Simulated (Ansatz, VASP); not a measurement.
# Ta3N in VASP and in Ansatz

The input INCAR:

```
PREC = Accurate
ENCUT = 520
EDIFF = 1E-6
ISMEAR = 0
SIGMA = 0.15
LREAL = F
LASPH = T
NELM = 80
ALGO = Normal
ISIF = 2
LWAVE = F
LCHARG = F
GGA = PE
NBANDS = 27
```

Contents of KPOINTS:

```
regular mesh
0
Gamma
  18 18 6
```

POSCAR

```
Ta3N
1.0
    3.1124280703      0.0000000000      0.0000000000
   -1.5562140352      2.5384257505      0.0000000000
    0.0000000000      0.0000000000      7.5575881873
Ta N
3 1
Direct
    0.0000000000      0.0000000000      0.5000000000
    0.3333333333      0.6666666667      0.1735950547
    0.6666666667      0.3333333333      0.8264049453
    0.0000000000      0.0000000000      0.0000000000
```

Input for Ansatz:

```yaml
crystal:
  lattice:
    - [3.1124280703, 0.0, 0.0]
    - [-1.5562140352, 2.5384257505, 0.0]
    - [0.0, 0.0, 7.5575881873]
  atoms:
    - { symbol: Ta, position: [0.0, 0.0, 0.5] }
    - { symbol: Ta, position: [0.3333333333, 0.6666666667, 0.1735950547] }
    - { symbol: Ta, position: [0.6666666667, 0.3333333333, 0.8264049453] }
    - { symbol: "N", position: [0.0, 0.0, 0.0] }
basis:
  ecutwfc: 420
kpoints:
  mp_grid: { grid: [18, 18, 6] }
hamiltonian:
  xc: pbe
scf:
  occupations: { method: gaussian, width: 0.15 }
output:
  forces: true
  stress: true
  eigenvalues: true
```

Change from the starting cell: strain +0.0300 x Voigt [1, -1, 0, 0, 0, 0], atoms carried along.

Alike in both runs: task single point; functional PBE; k mesh 18 × 18 × 6; occupations gaussian, width 0.15 eV; no spin polarisation.

|  | VASP | Ansatz |
| --- | --- | --- |
| version | VASP 6.6.1 | Ansatz 0.2.0 |
| potentials or method | VASP PAW PBE potentials, release 64 (Ta_pv, N), cutoff 520 eV | scalar-relativistic, plane waves, PAW |
| valence electrons in the cell | 38 | 44 |

```csv
,VASP,Ansatz,Ansatz less VASP
gap on the k mesh at the Fermi level (eV),none,none,-
pressure (GPa),0.8,0.5,-0.31
"traceless stress, the component that is largest in VASP (GPa)",4.31,4.33,+0.016
rms of the force components (eV/Å),0.117,0.108,-0.0095
```

Atom by atom the forces differ by 0.020 eV/Å (rms over components). A gap of «none» marks a metal or a gap that the smearing closes. VASP's potentials hold 38 valence electrons a cell and Ansatz's 44, so a difference there can come from the potentials and not from the codes.

Spin-orbit coupling is off throughout.
